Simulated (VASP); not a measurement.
# NaH (Immm) in VASP: a series of runs

NaH is run at these levels: r2SCAN; tasks: single point.

Everything below comes from runs of VASP 6.6.1. Logs are shortened: lines on timing, memory, paths and dates and some standing lists are left out, and cuts for length are marked.

## Step 1: The cell of the first run

Symmetry: Immm, No. 71, orthorhombic system. The conventional cell has a = 2.881 Å, b = 3.898 Å, c = 4.794 Å, α = 90.00°, β = 90.00°, γ = 90.00°. Na (site symmetry mmm) has 6 H at 2.40 to 2.42 Å and 2 Na at 2.88 Å within 3.2 Å. H (site symmetry mmm) has 6 Na at 2.40 to 2.42 Å and 2 H at 2.88 Å within 3.2 Å.

## Step 2: Single point, r2SCAN (engineering shear strain xy -0.3000, normal strain along z +0.0000)

The input, POSCAR:

```
NaH
1.0
   -0.3595547457      2.3970316378      2.3970316378
    2.3970316378     -0.3595547457      2.3970316378
    2.0374768921      2.0374768921      0.0000000000
Na H
1 1
Direct
    0.0000000000      0.0000000000      0.0000000000
    0.5000000000      0.5000000000      0.5000000000
```

The input, INCAR.step1:

```
PREC = Accurate
ENCUT = 520
ISMEAR = -1
SIGMA = 0.2
LREAL = F
LASPH = T
NELM = 60
NBANDS = 11
GGA = PE
ALGO = Normal
EDIFF = 1E-4
LWAVE = T
LCHARG = F
```

The input, INCAR.step2:

```
PREC = Accurate
ENCUT = 520
EDIFF = 1E-6
ISMEAR = -1
SIGMA = 0.2
LREAL = F
LASPH = T
NELM = 60
ALGO = Normal
ISIF = 2
LWAVE = F
LCHARG = F
METAGGA = R2SCAN
LMIXTAU = T
NBANDS = 11
ISTART = 1
```

The input, KPOINTS:

```
Automatic mesh
0
Gamma
  8 8 8
```

Potentials or basis: VASP PAW PBE potentials, release 64 (Na_pv, H).

The run is started by

```
cat potpaw_PBE.64/Na_pv/POTCAR potpaw_PBE.64/H/POTCAR > POTCAR
cp INCAR.step1 INCAR
mpirun -np 1 vasp_std > vasp.out
cp INCAR.step2 INCAR
mpirun -np 1 vasp_std > vasp.out
```

OUTCAR:

```text
PREC = Accurate
   ENCUT = 520
   EDIFF = 1E-6
   ISMEAR = -1
   LREAL = F
   LASPH = T
   NELM = 60
   ISIF = 2
   METAGGA = R2SCAN
   ISTART = 1

 ion  position               nearest neighbor table
   1  0.000  0.000  0.000-
   2  0.500  0.500  0.500-

  LATTYP: Found a body centered orthorhombic cell.
 ALAT       =     2.8814274538
 B/A-ratio  =     1.3529411765
 C/A-ratio  =     1.6637806616

  Lattice vectors:

 A1 = (   0.3595547457,  -2.3970316378,  -2.3970316378)
 A2 = (  -0.3595547457,   2.3970316378,  -2.3970316378)
 A3 = (   2.3970316378,  -0.3595547457,   2.3970316378)

Analysis of symmetry for initial positions (statically):
=====================================================================
 Subroutine PRICEL returns:
 Original cell was already a primitive cell.

 Routine SETGRP: Setting up the symmetry group for a
 body centered orthorhombic supercell.

 Subroutine GETGRP returns: Found  8 space group operations
 (whereof  8 operations were pure point group operations)
 out of a pool of  8 trial point group operations.

The static configuration has the point symmetry D_2h.

Analysis of symmetry for dynamics (positions and initial velocities):
=====================================================================
 Subroutine PRICEL returns:
 Original cell was already a primitive cell.

 Routine SETGRP: Setting up the symmetry group for a
 body centered orthorhombic supercell.

 Subroutine GETGRP returns: Found  8 space group operations
 (whereof  8 operations were pure point group operations)
 out of a pool of  8 trial point group operations.

The dynamic configuration has the point symmetry D_2h.

 Subroutine INISYM returns: Found  8 space group operations
 (whereof  8 operations are pure point group operations),
 and found     1 'primitive' translations

----------------------------------------------------------------------------------------

                                     Primitive cell

  volume of cell :      26.9258

  direct lattice vectors                    reciprocal lattice vectors
    -0.359554746  2.397031638  2.397031638    -0.181383759  0.181383759  0.208591323
     2.397031638 -0.359554746  2.397031638     0.181383759 -0.181383759  0.208591323
     2.037476892  2.037476892  0.000000000     0.245401556  0.245401556 -0.208591323

  length of vectors
     3.408929592  3.408929592  2.881427454     0.330621348  0.330621348  0.404912568

  position of ions in fractional coordinates (direct lattice)
     0.000000000  0.000000000  0.000000000
     0.500000000  0.500000000  0.500000000

  ion indices of the primitive-cell ions
   primitive index   ion index
                 1           1
                 2           2

----------------------------------------------------------------------------------------

 KPOINTS: Automatic mesh

Automatic generation of k-mesh.
 Grid dimensions read from file:
 generate k-points for:    8    8    8

 Generating k-lattice:

  Cartesian coordinates                     Fractional coordinates (reciprocal lattice)
    -0.022672970  0.022672970  0.026073915     0.125000000  0.000000000  0.000000000
     0.022672970 -0.022672970  0.026073915     0.000000000  0.125000000  0.000000000
     0.030675195  0.030675195 -0.026073915     0.000000000  0.000000000  0.125000000

  Length of vectors
     0.041327669  0.041327669  0.050614071

  Shift w.r.t. Gamma in fractional coordinates (k-lattice)
     0.000000000  0.000000000  0.000000000

 Subroutine IBZKPT returns following result:
 ===========================================

 Found     95 irreducible k-points:

 Following reciprocal coordinates:
            Coordinates               Weight
  0.000000  0.000000  0.000000      1.000000
  0.125000  0.000000  0.000000      4.000000
  0.250000  0.000000  0.000000      4.000000
  0.375000 -0.000000  0.000000      4.000000
  0.500000  0.000000  0.000000      2.000000
  0.125000  0.125000  0.000000      2.000000
[... 16 lines left out ...]
  0.125000  0.000000  0.125000      4.000000
  0.250000  0.000000  0.125000      8.000000
 [... further k-points ...]
   k-points           NKPTS =     95   k-points in BZ     NKDIM =     95   number of bands    NBANDS=     11
   number of dos      NEDOS =    301   number of ions     NIONS =      2
   total plane-waves  NPLWV =  18816
   dimension x,y,z NGX =    28 NGY =   28 NGZ =   24
   dimension x,y,z NGXF=    56 NGYF=   56 NGZF=   48
   ions per type =               1   1
   NGX,Y,Z   is equivalent  to a cutoff of  13.65, 13.65, 13.85 a.u.
   NGXF,Y,Z  is equivalent  to a cutoff of  27.31, 27.31, 27.69 a.u.
 SYSTEM =  unknown system
   PREC   = accura    normal or accurate (medium, high low for compatibility)
   ISTART =      1    job   : 0-new  1-cont  2-samecut
   ICHARG =      0    charge: 1-file 2-atom 10-const
   ISPIN  =      1    spin polarized calculation?
   LNONCOLLINEAR =      F non collinear calculations
   LSORBIT =      F    spin-orbit coupling
   LASPH  =      T    aspherical Exc in radial PAW
   ENCUT  =  520.0 eV  38.22 Ry    6.18 a.u.   6.34  6.34  5.36*2*pi/ulx,y,z
   NELM   =     60;   NELMIN=  2; NELMDL=  0     # of ELM steps
   EDIFF  = 0.1E-05   stopping-criterion for ELM
   LREAL  =      F    real-space projection
   EDIFFG = 0.1E-04   stopping-criterion for IOM
   NSW    =      0    number of steps for IOM
   IBRION =     -1    ionic relax: 0-MD 1-quasi-New 2-CG
   NFREE  =      0    steps in history (QN), initial steepest desc. (CG)
   ISIF   =      2    stress and relaxation
   ISYM   =      2    0-nonsym 1-usesym 2-fastsym
   POTIM  = 0.5000    time-step for ionic-motion
   TEBEG  =    0.0;   TEEND  =   0.0 temperature during run
   PSTRESS=    0.0 pullay stress
   NELECT =       8.0000    total number of electrons
   NUPDOWN=      -1.0000    fix difference up-down
   EMIN   =  10.00;   EMAX   =-10.00  energy-range for DOS
   EFERMI =   0.00;   METHOD = LEGACY
   ISMEAR =    -1;   SIGMA  =   0.20  broadening in eV -4-tet -1-fermi 0-gaus
   EFERMI_NEDOS =   21; number of points for ismear=-14 and -15
   IALGO  =     38    algorithm
   IMIX   =      4    mixing-type and parameters
     AMIX     =   0.40;   BMIX     =  1.00
     AMIX_MAG =   1.60;   BMIX_MAG =  1.00
  volume/ion in A,a.u.               =      13.46        90.85
  Fermi-wavevector in a.u.,A,eV,Ry     =   1.092401  2.064339 16.236379  1.193340
  Thomas-Fermi vector in A             =   2.228666
   LORBIT       =      0    0 simple, 1 ext, 2 COOP (PROOUT), +10 PAW based schemes
   METAGGA = R2SCAN    functional components
   LHFCALC =     F    Hartree Fock is set to
   AEXX    =    0.0000 exact exchange contribution
   IVDW    =     0    specifies the selected vdW correction
   LEPSILON=     F    determine dielectric tensor
   LRPA    =     F    only Hartree local field effects (RPA)
 non-spin polarized calculation
  energy-cutoff  :      520.00
  volume of cell :       26.93
 maximum number of plane-waves:       742
 NGX is ok and might be reduce to    28
   NGX = 13   NGY = 13   NGZ = 11

 number of electron       8.0000003 magnetization

 Free energy of the ion-electron system (eV)
  ---------------------------------------------------
  ext. energy  EPLUGINS =         0.00000000
  ---------------------------------------------------
  free energy    TOTEN  =        -7.40465495 eV

  energy without entropy =       -7.40457784  energy(sigma->0) =       -7.40461640

 E-fermi :   0.9787     XC(G=0):  -8.3350

 val. band max:       -0.8276001512   @ k =  -0.2500  -0.3750   0.3750
 cond. band min:       2.3184717586   @ k =   0.5000   0.0000   0.0000
 fundamental gap:      3.1460719099
 Fermi energy:         0.9786532612

 k-point     1 :       0.0000    0.0000    0.0000
  band No.  band energies     occupation
      1     -24.3588      2.00000
      2     -24.3502      2.00000
      3     -24.3293      2.00000
      4      -4.9333      2.00000
      5       9.5799      0.00000
      6      12.2306      0.00000
      7      13.2421      0.00000
      8      13.6105      0.00000
      9      16.9528      0.00000
     10      19.7929      0.00000
     11      20.7768      0.00000

 k-point     2 :       0.1250    0.0000    0.0000
  band No.  band energies     occupation
      1     -24.3599      2.00000
      2     -24.3579      2.00000
      3     -24.3333      2.00000
      4      -4.7052      2.00000
      5       8.0857      0.00000
      6      11.1464      0.00000
      7      13.6304      0.00000
      8      15.9668      0.00000
      9      16.9286      0.00000
     10      18.9113      0.00000
     11      20.3181      0.00000

 k-point     3 :       0.2500    0.0000    0.0000
  band No.  band energies     occupation
      1     -24.3837      2.00000
      2     -24.3626      2.00000
      3     -24.3356      2.00000
      4      -4.0628      2.00000
      5       5.4439      0.00000
      6      10.9960      0.00000
      7      13.7620      0.00000
      8      16.1466      0.00000
      9      17.8461      0.00000
     10      19.0141      0.00000
     11      20.7604      0.00000

 k-point     4 :       0.3750   -0.0000    0.0000
  band No.  band energies     occupation
      1     -24.4118      2.00000
      2     -24.3653      2.00000
      3     -24.3355      2.00000
      4      -3.1914      2.00000
      5       3.2659      0.00002
      6      11.1911      0.00000
      7      13.1259      0.00000
      8      17.1520      0.00000
      9      17.2713      0.00000
     10      18.5844      0.00000
     11      20.8685      0.00000
[... 239 lines left out ...]
 k-point    22 :       0.0000    0.0000    0.1250
  band No.  band energies     occupation
      1     -24.3901      2.00000
      2     -24.3522      2.00000
      3     -24.3289      2.00000
      4      -4.5779      2.00000
      5       9.1568      0.00000
      6      11.4969      0.00000
      7      13.7725      0.00000
      8      14.5045      0.00000
      9      14.8650      0.00000
     10      17.4345      0.00000
     11      19.0886      0.00000

 k-point    23 :       0.1250    0.0000    0.1250
  band No.  band energies     occupation
      1     -24.3896      2.00000
      2     -24.3523      2.00000
      3     -24.3310      2.00000
      4      -4.5347      2.00000
      5       8.7148      0.00000
      6      10.9214      0.00000
      7      13.9057      0.00000
      8      15.6679      0.00000
      9      15.7582      0.00000
     10      16.5974      0.00000
     11      18.7768      0.00000

 k-point    24 :       0.2500    0.0000    0.1250
  band No.  band energies     occupation
      1     -24.3927      2.00000
      2     -24.3655      2.00000
      3     -24.3373      2.00000
      4      -4.0626      2.00000
      5       6.6476      0.00000
      6       9.8100      0.00000
      7      13.9240      0.00000
      8      16.1973      0.00000
      9      16.9641      0.00000
     10      18.3646      0.00000
     11      19.5732      0.00000

 [... further k-points ...]

------------------------ aborting loop because EDIFF is reached ----------------------------------------

  FORCE on cell =-STRESS in cart. coord.  units (eV):
  Direction    XX          YY          ZZ          XY          YZ          ZX
  --------------------------------------------------------------------------------------
  -------------------------------------------------------------------------------------
  Total        0.2149431      0.2149431     -0.3563274      1.3425246      0.0000000      0.0000000
  in kB       12.7898649     12.7898649    -21.2027265     79.8849137      0.0000000      0.0000000
  external PRESSURE =       1.4590011 kB  Pullay stress =       0.0000000 kB

 VOLUME and BASIS-vectors are now :
 -----------------------------------------------------------------------------
  energy-cutoff  :      520.00
  volume of cell :       26.93
      direct lattice vectors                 reciprocal lattice vectors
    -0.359554746  2.397031638  2.397031638    -0.181383759  0.181383759  0.208591323
     2.397031638 -0.359554746  2.397031638     0.181383759 -0.181383759  0.208591323
     2.037476892  2.037476892  0.000000000     0.245401556  0.245401556 -0.208591323

 POSITION                                       TOTAL-FORCE (eV/Angst)
 -----------------------------------------------------------------------------------
      0.00000      0.00000      0.00000         0.000000     -0.000000      0.000000
      2.03748      2.03748      2.39703         0.000000      0.000000     -0.000000
 -----------------------------------------------------------------------------------
    total drift:                                0.000000      0.000000     -0.000000

  FREE ENERGIE OF THE ION-ELECTRON SYSTEM (eV)
  ---------------------------------------------------
  free  energy   TOTEN  =        -7.4046549544 eV

  energy  without entropy=       -7.4045778361  energy(sigma->0) =       -7.40461640
```

It took 45 s on 1 thread of Intel Xeon 6975P-C (Granite Rapids), shared host; peak memory 0.16 GiB.

Results:

```
Free energy            : -7.4047 eV
Pressure               : 0.1 GPa
Band gap on the k mesh : 3.15 eV (least direct gap 5.00 eV)
```

Stress tensor (GPa, compression positive):
```
 1.28  7.99  0.00
 7.99  1.28  0.00
 0.00  0.00 -2.12
```

Caveat: the cell differs from its parent crystal (engineering shear strain xy -0.3000, normal strain along z +0.0000); the PAW data sets were made with another functional, which shifts forces and pressure a little.

## Step 3: Single point, r2SCAN (engineering shear strain xy -0.1500, normal strain along z -0.0175)

The input, POSCAR:

```
NaH
1.0
   -0.1797773728      2.3970316378      2.3550835841
    2.3970316378     -0.1797773728      2.3550835841
    2.2172542650      2.2172542650      0.0000000000
Na H
1 1
Direct
    0.0000000000      0.0000000000      0.0000000000
    0.5000000000      0.5000000000      0.5000000000
```

The input, INCAR.step1:

```
PREC     = Accurate       # precision mode
ENCUT    = 520            # plane-wave cutoff, eV
ISMEAR   = -1             # smearing method
SIGMA    = 0.2            # smearing width, eV
LREAL    = F              # projectors in reciprocal space
LASPH    = T              # aspherical terms in the spheres
NELM     = 60             # most SCF steps
NBANDS   = 11             # bands
GGA      = PE             # functional
ALGO     = Normal         # electronic algorithm
EDIFF    = 1E-4           # SCF threshold, eV
LWAVE    = T              # write WAVECAR
LCHARG   = F              # write CHGCAR
```

The input, INCAR.step2:

```
PREC     = Accurate       # precision mode
ENCUT    = 520            # plane-wave cutoff, eV
EDIFF    = 1E-7           # SCF threshold, eV
ISMEAR   = -1             # smearing method
SIGMA    = 0.2            # smearing width, eV
LREAL    = F              # projectors in reciprocal space
LASPH    = T              # aspherical terms in the spheres
NELM     = 60             # most SCF steps
ALGO     = Normal         # electronic algorithm
ISIF     = 2              # what is computed and relaxed
LWAVE    = F              # write WAVECAR
LCHARG   = T              # write CHGCAR
METAGGA  = R2SCAN         # meta-GGA
LMIXTAU  = T            
LELF     = T              # ELF
LVHAR    = T            
NBANDS   = 11             # bands
ISTART   = 1
```

KPOINTS is that of step 2.

Potentials or basis: VASP PAW PBE potentials, release 64 (Na_pv, H).

The run is started by

```
cat potpaw_PBE.64/Na_pv/POTCAR potpaw_PBE.64/H/POTCAR > POTCAR
cp INCAR.step1 INCAR
mpirun -np 1 vasp_std > vasp.out
cp INCAR.step2 INCAR
mpirun -np 1 vasp_std > vasp.out
```

Run time: 54 s. Hardware: 1 thread of Intel Xeon 6975P-C (Granite Rapids), shared host; peak memory 0.16 GiB.

The run converged. Its results:

- Free energy: -7.5560 eV
- Pressure: 0.2 GPa
- Band gap on the k mesh: 3.91 eV (least direct gap 5.18 eV)

Stress tensor (GPa, compression positive):
```
0.22 3.65 0.00
3.65 0.22 0.00
0.00 0.00 0.25
```

Levels at points of the mesh, in eV from the valence-band top:
```
           k point  band 1  band 2  band 3  band 4  band 5  band 6  band 7  band 8  band 9
(0.00, 0.00, 0.00)  -23.00  -22.98  -22.98   -3.79   11.46   14.89   15.96   16.38   17.14
(0.50, 0.00, 0.00)  -23.07  -23.01  -22.98   -1.27    3.91   12.47   14.21   15.67   18.57
(0.50, 0.50, 0.00)  -23.07  -23.03  -23.02   -0.27    5.30    9.63   10.18   13.57   14.17
(0.00, 0.00, 0.50)  -23.13  -23.00  -22.99   -0.58    4.81   11.29   12.70   14.22   16.48
(0.50, 0.00, 0.50)  -23.11  -23.01  -23.00   -0.22    5.18   10.87   11.72   11.72   13.43
```

Caveat: the cell differs from its parent crystal (engineering shear strain xy -0.1500, normal strain along z -0.0175); the PAW data sets were made with another functional, which shifts forces and pressure a little. A k mesh can miss the band edges.
